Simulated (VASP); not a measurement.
# Ag (Fmmm) in VASP: relaxation of cell and atoms with PBE+D3(BJ)

Aim: the relaxation of cell and atoms of Ag with PBE+D3(BJ).

Program: VASP 6.6.1. These are calculated values, not measurements. Logs are shortened: lines on timing, memory, paths and dates and some standing lists are left out, and cuts for length are marked.

### 1 The cell of the first run

It takes space group Fmmm (No. 69, orthorhombic). Conventional cell: a = 6.280 Å, b = 6.312 Å, c = 7.595 Å, α = 90.00°, β = 90.00°, γ = 90.00°. Within 4.1 Å of Ag (site symmetry mm2) lie 6 Ag at 3.14 to 3.81 Å.

### 2 Relaxation of cell and atoms, PBE+D3(BJ)

Contents of INCAR:

```
SYSTEM = Ag
ALGO = Fast
EDIFF = 1E-7
EDIFFG = -0.04
ENCUT = 600
GGA = PE
IBRION = 2
ISIF = 3
ISMEAR = 0
IVDW = 12
LASPH = .True.
LCHARG = .False.
LREAL = .False.
LWAVE = .False.
NELM = 60
NSW = 90
PREC = Accurate
SIGMA = 0.1
```

Contents of KPOINTS:

```
k-points
0
Gamma
  4 4 4
  0 0 0
```

Contents of POSCAR:

```
Ag
1.0
    0.0000000000      3.1559771700      3.7974911500
    3.1401881200      0.0000000000      3.7974911500
    3.1401881200      3.1559771700      0.0000000000
Ag
2
Direct
    0.2488485100      0.2488485100      0.7511514900
    0.7511514900      0.7511514900      0.2488485100
```

Potentials or basis: VASP PAW PBE potentials, release 64 (Ag).

Run with:

```
cat potpaw_PBE.64/Ag/POTCAR > POTCAR
mpirun -np 1 vasp_std > vasp.out
```

OUTCAR:

```text
SYSTEM = Ag
   EDIFF = 1E-7
   EDIFFG = -0.04
   ENCUT = 600
   GGA = PE
   IBRION = 2
   ISIF = 3
   ISMEAR = 0
   IVDW = 12
   LASPH = .True.
   LREAL = .False.
   NELM = 60
   NSW = 90
   PREC = Accurate
 IVDW          = 12

 ion  position               nearest neighbor table
   1  0.249  0.249  0.751-   2 3.14   2 3.14   2 3.16   2 3.16
   2  0.751  0.751  0.249-   1 3.14   1 3.14   1 3.16   1 3.16

  LATTYP: Found a face centered orthorhombic cell.
 ALAT       =     6.2803762400
 B/A-ratio  =     1.0050280586
 C/A-ratio  =     1.2093196346

  Lattice vectors:

 A1 = (   0.0000000000,   3.1559771700,   3.7974911500)
 A2 = (   3.1401881200,   0.0000000000,   3.7974911500)
 A3 = (   3.1401881200,   3.1559771700,   0.0000000000)

Analysis of symmetry for initial positions (statically):
=====================================================================
 Subroutine PRICEL returns:
 Original cell was already a primitive cell.

 Routine SETGRP: Setting up the symmetry group for a
 face centered orthorhombic supercell.

 Subroutine GETGRP returns: Found  8 space group operations
 (whereof  8 operations were pure point group operations)
 out of a pool of  8 trial point group operations.

The static configuration has the point symmetry D_2h.

Analysis of symmetry for dynamics (positions and initial velocities):
=====================================================================
 Subroutine PRICEL returns:
 Original cell was already a primitive cell.

 Routine SETGRP: Setting up the symmetry group for a
 face centered orthorhombic supercell.

 Subroutine GETGRP returns: Found  8 space group operations
 (whereof  8 operations were pure point group operations)
 out of a pool of  8 trial point group operations.

The dynamic configuration has the point symmetry D_2h.

 Subroutine INISYM returns: Found  8 space group operations
 (whereof  8 operations are pure point group operations),
 and found     1 'primitive' translations

----------------------------------------------------------------------------------------

                                     Primitive cell

  volume of cell :      75.2690

  direct lattice vectors                    reciprocal lattice vectors
     0.000000000  3.155977170  3.797491150    -0.159226129  0.158429536  0.131665876
     3.140188120  0.000000000  3.797491150     0.159226129 -0.158429536  0.131665876
     3.140188120  3.155977170  0.000000000     0.159226129  0.158429536 -0.131665876

  length of vectors
     4.937725279  4.927648573  4.452075171     0.260362788  0.260362788  0.260362788

  position of ions in fractional coordinates (direct lattice)
     0.248848510  0.248848510  0.751151490
     0.751151490  0.751151490  0.248848510

  ion indices of the primitive-cell ions
   primitive index   ion index
                 1           1
                 2           2

----------------------------------------------------------------------------------------

 KPOINTS: k-points

Automatic generation of k-mesh.
 Grid dimensions read from file:
 generate k-points for:    4    4    4

 Generating k-lattice:

  Cartesian coordinates                     Fractional coordinates (reciprocal lattice)
    -0.039806532  0.039607384  0.032916469     0.250000000  0.000000000 -0.000000000
     0.039806532 -0.039607384  0.032916469     0.000000000  0.250000000  0.000000000
     0.039806532  0.039607384 -0.032916469    -0.000000000  0.000000000  0.250000000

  Length of vectors
     0.065090697  0.065090697  0.065090697

  Shift w.r.t. Gamma in fractional coordinates (k-lattice)
     0.000000000  0.000000000  0.000000000

 Subroutine IBZKPT returns following result:
 ===========================================

 Found     18 irreducible k-points:

 Following reciprocal coordinates:
            Coordinates               Weight
  0.000000  0.000000  0.000000      1.000000
  0.250000  0.000000 -0.000000      8.000000
  0.500000  0.000000 -0.000000      4.000000
  0.250000  0.250000  0.000000      2.000000
  0.500000  0.250000 -0.000000      8.000000
 -0.250000  0.250000 -0.000000      4.000000
[... 10 lines left out ...]
 -0.250000  0.250000  0.500000      2.000000
  0.000000  0.500000  0.500000      1.000000
   k-points           NKPTS =     18   k-points in BZ     NKDIM =     18   number of bands    NBANDS=     15
   number of dos      NEDOS =    301   number of ions     NIONS =      2
   total plane-waves  NPLWV =  57600
   dimension x,y,z NGX =    40 NGY =   40 NGZ =   36
   dimension x,y,z NGXF=    80 NGYF=   80 NGZF=   72
   ions per type =               2
   NGX,Y,Z   is equivalent  to a cutoff of  13.47, 13.49, 13.44 a.u.
   NGXF,Y,Z  is equivalent  to a cutoff of  26.93, 26.99, 26.89 a.u.
 SYSTEM =  Ag
   PREC   = accura    normal or accurate (medium, high low for compatibility)
   ISTART =      0    job   : 0-new  1-cont  2-samecut
   ICHARG =      2    charge: 1-file 2-atom 10-const
   ISPIN  =      1    spin polarized calculation?
   LNONCOLLINEAR =      F non collinear calculations
   LSORBIT =      F    spin-orbit coupling
   LASPH  =      T    aspherical Exc in radial PAW
   ENCUT  =  600.0 eV  44.10 Ry    6.64 a.u.   9.86  9.84  8.89*2*pi/ulx,y,z
   NELM   =     60;   NELMIN=  2; NELMDL= -5     # of ELM steps
   EDIFF  = 0.1E-06   stopping-criterion for ELM
   LREAL  =      F    real-space projection
   EDIFFG = -.4E-01   stopping-criterion for IOM
   NSW    =     90    number of steps for IOM
   IBRION =      2    ionic relax: 0-MD 1-quasi-New 2-CG
   NFREE  =      1    steps in history (QN), initial steepest desc. (CG)
   ISIF   =      3    stress and relaxation
   ISYM   =      2    0-nonsym 1-usesym 2-fastsym
   POTIM  = 0.5000    time-step for ionic-motion
   TEBEG  =    0.0;   TEEND  =   0.0 temperature during run
   PSTRESS=    0.0 pullay stress
   NELECT =      22.0000    total number of electrons
   NUPDOWN=      -1.0000    fix difference up-down
   EMIN   =  10.00;   EMAX   =-10.00  energy-range for DOS
   EFERMI =   0.00;   METHOD = LEGACY
   ISMEAR =     0;   SIGMA  =   0.10  broadening in eV -4-tet -1-fermi 0-gaus
   EFERMI_NEDOS =   21; number of points for ismear=-14 and -15
   IALGO  =     68    algorithm
   IMIX   =      4    mixing-type and parameters
     AMIX     =   0.40;   BMIX     =  1.00
     AMIX_MAG =   1.60;   BMIX_MAG =  1.00
  volume/ion in A,a.u.               =      37.63       253.97
  Fermi-wavevector in a.u.,A,eV,Ry     =   1.086451  2.053095 16.059999  1.180377
  Thomas-Fermi vector in A             =   2.222588
   LORBIT       =      0    0 simple, 1 ext, 2 COOP (PROOUT), +10 PAW based schemes
   GGA     = PE    functional components
   LHFCALC =     F    Hartree Fock is set to
   AEXX    =    0.0000 exact exchange contribution
   IVDW    =    12    specifies the selected vdW correction
   LEPSILON=     F    determine dielectric tensor
   LRPA    =     F    only Hartree local field effects (RPA)
 conjugate gradient relaxation of ions
 non-spin polarized calculation
 RMM-DIIS sequential band-by-band and
 Gauss-broadening in eV      SIGMA  =   0.10
  energy-cutoff  :      600.00
  volume of cell :       75.27
 maximum number of plane-waves:      2532
   NGX = 19   NGY = 19   NGZ = 17

--------------------------------------- Ionic step        1  -------------------------------------------

 number of electron      22.0000004 magnetization

 Free energy of the ion-electron system (eV)
  ---------------------------------------------------
  ext. energy  EPLUGINS =         0.00000000
  ---------------------------------------------------
  free energy    TOTEN  =        -3.51730444 eV

  energy without entropy =       -3.51730444  energy(sigma->0) =       -3.51730444

------------------------ aborting loop because EDIFF is reached ----------------------------------------

 Edisp (eV)   -0.51841

 E8    (eV) :    -0.2274

  FORCE on cell =-STRESS in cart. coord.  units (eV):
  Direction    XX          YY          ZZ          XY          YZ          ZX
  --------------------------------------------------------------------------------------
  -------------------------------------------------------------------------------------
  Total      -4.11990    -4.16169    -2.59911     0.00000     0.00000     0.00000
  in kB     -87.69616   -88.58580   -55.32475     0.00000     0.00000     0.00000
  external pressure =      -77.20 kB  Pullay stress =        0.00 kB
[... 21 lines left out ...]
  energy  without entropy=       -4.0357165908  energy(sigma->0) =       -4.03571659

--------------------------------------- Ionic step        2  -------------------------------------------

 number of electron      22.0000001 magnetization

 E-fermi :   2.7027     XC(G=0):  -9.2249

 val. band max:        2.5019759977   @ k =   0.5000  -0.2500   0.2500
 cond. band min:       2.8729578664   @ k =   0.5000   0.5000   0.0000
 fundamental gap:      0.3709818687
 Fermi energy:         2.7027477919

 k-point     1 :       0.0000    0.0000    0.0000
  band No.  band energies     occupation
      1      -2.1228      2.00000
      2      -1.9889      2.00000
      3      -1.7777      2.00000
      4      -1.0691      2.00000
      5      -1.0314      2.00000
      6      -1.0125      2.00000
      7       0.1410      2.00000
      8       0.1531      2.00000
      9       0.3817      2.00000
     10       0.4408      2.00000
     11       1.0842      2.00000
     12       9.6162      0.00000
     13       9.6382      0.00000
     14      10.3587      0.00000
     15      11.2138      0.00000
[... 377 lines left out ...]
  FREE ENERGIE OF THE ION-ELECTRON SYSTEM (eV)
  ---------------------------------------------------
  free  energy   TOTEN  =        -5.2062849075 eV

  energy  without entropy=       -5.2034608945  energy(sigma->0) =       -5.20487290

 E-fermi :   4.1233     XC(G=0): -10.1602

 val. band max:        4.0785196594   @ k =   0.5000  -0.2500   0.2500
 cond. band min:       4.9614185229   @ k =   0.5000   0.0000   0.5000
 fundamental gap:      0.8828988635
 Fermi energy:         4.1232920886

 k-point     1 :       0.0000    0.0000    0.0000
  band No.  band energies     occupation
      1      -1.4868      2.00000
      2      -1.2799      2.00000
      3      -1.0973      2.00000
      4      -0.0862      2.00000
      5       0.0640      2.00000
      6       0.0851      2.00000
      7       1.7498      2.00000
      8       1.7637      2.00000
      9       2.0452      2.00000
     10       2.2031      2.00000
     11       3.1268      2.00000
     12      12.1552      0.00000
     13      12.1965      0.00000
     14      12.2083      0.00000
     15      13.8938      0.00000
[... 289 lines left out ...]
 k-point    18 :       0.0000    0.5000    0.5000
  band No.  band energies     occupation
      1      -0.7225      2.00000
      2      -0.7028      2.00000
      3      -0.4931      2.00000
      4       0.1440      2.00000
      5       0.8418      2.00000
      6       1.0436      2.00000
      7       1.0966      2.00000
      8       1.7810      2.00000
      9       1.8981      2.00000
     10       2.0709      2.00000
     11       4.9869      0.00000
     12       7.0486      0.00000
     13       7.3882      0.00000
     14       8.7656      0.00000
     15      10.2373      0.00000

 E-fermi :  10.5847     XC(G=0): -12.6089

 val. band max:        8.7795120736   @ k =   0.5000   0.5000   0.0000
 cond. band min:      10.6382192536   @ k =  -0.2500   0.5000   0.2500
 fundamental gap:      1.8587071800
 Fermi energy:        10.5847047705

 k-point     1 :       0.0000    0.0000    0.0000
  band No.  band energies     occupation
      1       1.3214      2.00000
      2       1.9804      2.00000
      3       2.4583      2.00000
      4       2.5987      2.00000
      5       2.7189      2.00000
      6       3.4493      2.00000
      7       6.6353      2.00000
      8       7.0262      2.00000
      9       7.0769      2.00000
     10       7.8852      2.00000
     11       8.5497      2.00000
     12      20.0280      0.00000
     13      20.0284      0.00000
     14      20.0605      0.00000
     15      28.1639      0.00000
[... 289 lines left out ...]
 k-point    18 :       0.0000    0.5000    0.5000
  band No.  band energies     occupation
      1       1.8923      2.00000
      2       2.2336      2.00000
      3       3.0203      2.00000
      4       3.9353      2.00000
      5       5.0185      2.00000
      6       5.3066      2.00000
      7       5.5977      2.00000
      8       5.8903      2.00000
      9       7.1786      2.00000
     10       7.9417      2.00000
     11       8.3418      2.00000
     12      11.8739      0.00000
     13      14.1684      0.00000
     14      14.4277      0.00000
     15      20.9123      0.00000

[... ionic steps 4 to 13 ...]

--------------------------------------- Ionic step       14  -------------------------------------------

 number of electron      22.0000002 magnetization

------------------------ aborting loop because EDIFF is reached ----------------------------------------

 Edisp (eV)   -1.06523

 E8    (eV) :    -0.4696
[... 69 lines left out ...]
  energy  without entropy=       -5.8822549477  energy(sigma->0) =       -5.88625228

--------------------------------------- Ionic step       16  -------------------------------------------

 number of electron      22.0000000 magnetization

 Free energy of the ion-electron system (eV)
  ---------------------------------------------------
  ext. energy  EPLUGINS =         0.00000000
  ---------------------------------------------------
  free energy    TOTEN  =        -4.85847579 eV

  energy without entropy =       -4.85036375  energy(sigma->0) =       -4.85441977

 E-fermi :   7.5809     XC(G=0): -11.2963

 val. band max:        5.9308038410   @ k =   0.5000   0.0000   0.5000
 cond. band min:       7.6748330683   @ k =   0.5000   0.0000   0.2500
 fundamental gap:      1.7440292274
 Fermi energy:         7.5809368182

 k-point     1 :       0.0000    0.0000    0.0000
  band No.  band energies     occupation
      1      -0.1299      2.00000
      2       0.5920      2.00000
      3       0.6015      2.00000
      4       1.1601      2.00000
      5       1.1724      2.00000
      6       1.1742      2.00000
      7       3.7885      2.00000
      8       3.7894      2.00000
      9       3.7950      2.00000
     10       4.6763      2.00000
     11       4.6874      2.00000
     12      15.3387      0.00000
     13      15.3399      0.00000
     14      15.3483      0.00000
     15      16.7871      0.00000
[... 337 lines left out ...]
  FREE ENERGIE OF THE ION-ELECTRON SYSTEM (eV)
  ---------------------------------------------------
  free  energy   TOTEN  =        -5.8919233231 eV

  energy  without entropy=       -5.8838112807  energy(sigma->0) =       -5.88786730

 reached required accuracy - stopping structural energy minimisation
```

It took 5.9 min on 1 thread of Intel Xeon Platinum 8259CL at 2.50GHz (Skylake/Cascade Lake), shared host; peak memory 0.27 GiB.

Results:

* Free energy: -5.8919 eV
* Relaxed volume: 19.62 Å³/atom
* Relaxed cell: a = 3.815 Å, b = 3.816 Å, c = 3.812 Å, α = 60.03°, β = 60.04°, γ = 59.94°
* Space group after relaxing (to 0.05 Å): Pm-3m (No. 221)
* Energy gained by relaxing: 928.1 meV/atom
* Ionic steps: 16
* Pressure after relaxing: 0.0 GPa
* Largest force after relaxing: 0.031 eV/Å
* Band gap on the k mesh: zero (band 11 reaches 8.08 eV, above the bottom of band 12 at 5.22 eV)
* Dispersion energy per atom: -0.517 eV

Forces on the atoms (eV/Å):
```
Ag   0.000  0.000  0.031
Ag   0.000  0.000 -0.031
```

Step by step:
| step | energy change (eV) | largest force (eV/Å) | pressure (GPa) | volume (Å³) |
| --- | --- | --- | --- | --- |
| 1 | 0.0000 | 0.0007 | -7.72 | 75.27 |
| 2 | -0.9190 | 0.0063 | -7.23 | 57.16 |
| 3 | -1.1706 | 0.0199 | -2.22 | 48.45 |
| 4 | -1.1712 | 0.0225 | -0.98 | 47.39 |
| 5 | -1.5713 | 0.0030 | 1.58 | 40.87 |
| 6 | 16.1732 | 1.9837 | 328.79 | 22.71 |
| 7 | -1.5973 | 0.0009 | 1.84 | 40.43 |
| 8 | -0.9236 | 0.3224 | 39.07 | 31.32 |
| 9 | -1.6749 | 0.0128 | 3.55 | 39.00 |
| 10 | -1.7208 | 0.0765 | 11.41 | 35.54 |
| 11 | -1.7368 | 0.0383 | 6.58 | 37.18 |
| 12 | -1.7289 | 0.1004 | 2.61 | 38.86 |
| 13 | -1.8447 | 0.0696 | 2.88 | 38.06 |
| 14 | -1.8447 | 0.0702 | 2.91 | 38.08 |
| 15 | -1.8545 | 0.0189 | -0.97 | 39.72 |
| 16 | -1.8562 | 0.0313 | 0.04 | 39.24 |

Final structure:
```cif
data_structure
_symmetry_space_group_name_H-M 'P 1'
_symmetry_Int_Tables_number 1
_cell_length_a 3.8154
_cell_length_b 3.8159
_cell_length_c 3.8120
_cell_angle_alpha 60.025
_cell_angle_beta 60.038
_cell_angle_gamma 59.937
_cell_volume 39.24
loop_
_atom_site_label
_atom_site_type_symbol
_atom_site_fract_x
_atom_site_fract_y
_atom_site_fract_z
_atom_site_occupancy
Ag1 Ag 0.24953 0.24953 0.75047 1
Ag2 Ag 0.75047 0.75047 0.24953 1
```

Levels at points of the mesh, in eV from the Fermi level:
| k point | band 7 | band 8 | band 9 | band 10 | band 11 | band 12 | band 13 | band 14 | band 15 |
| --- | --- | --- | --- | --- | --- | --- | --- | --- | --- |
| (0.00, 0.00, 0.00) | -3.79 | -3.79 | -3.79 | -2.90 | -2.89 | 7.76 | 7.76 | 7.77 | 9.21 |
| (0.50, 0.00, 0.00) | -4.89 | -4.88 | -4.87 | -4.86 | -2.36 | -2.36 | 9.31 | 9.35 | 9.36 |
| (0.50, 0.50, 0.00) | -4.65 | -4.65 | -3.69 | -2.96 | -1.66 | 0.85 | 2.92 | 2.92 | 6.93 |
| (0.50, 0.00, 0.50) | -4.65 | -4.64 | -3.70 | -2.97 | -1.65 | 0.89 | 2.89 | 2.91 | 6.90 |
| (0.00, 0.50, 0.50) | -4.65 | -4.64 | -3.70 | -2.96 | -1.65 | 0.88 | 2.90 | 2.91 | 6.90 |

Caveat: the k points lie up to 0.50 Å⁻¹ apart in the final cell; the volume moved by over 15 % at a fixed basis, so the end points are rough; pairwise dispersion overbinds metals, which lowers pressure and volume.
